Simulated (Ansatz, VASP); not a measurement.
## Two plane-wave programs on PtSe2

```
CELL_PARAMETERS angstrom
-1.55593 1.55593 6.28278
1.55593 -1.55593 6.28278
1.55593 1.55593 -6.28278
ATOMIC_POSITIONS crystal
Pt 0.00000 0.00000 0.00000
Se 0.63155 0.63155 0.00000
Se 0.36845 0.36845 0.00000
```

Alike in both runs: functional PBE; k mesh 6 × 6 × 6; occupations gaussian, width 0.1 eV; no spin polarisation.

Ansatz relaxed the structure, and its values are those at the end. VASP's run is a single point on that final structure, the one shown.

```csv
,VASP,Ansatz
version,VASP 6.6.1,Ansatz 0.2.0
potentials or method,"VASP PAW PBE potentials, release 64 (Pt, Se), cutoff 520 eV","scalar-relativistic, plane waves, PAW"
valence electrons in the cell,22,50
```

VASP gave:

```
gap on the k mesh at the Fermi level (eV) : none
pressure (GPa)                            : 0.0
rms of the force components (eV/Å)        : 0.005
```

Question: What did Ansatz give for the same quantities?

Answer: gap on the k mesh at the Fermi level (eV): none; pressure (GPa): 0.0; rms of the force components (eV/Å): 0.004.

A gap of «none» marks a metal or a gap that the smearing closes. VASP's potentials hold 22 valence electrons a cell and Ansatz's 50, so a difference there can come from the potentials and not from the codes.

The k mesh is coarse, so the values compare programs but aren't converged. Neither program's run includes spin-orbit coupling.
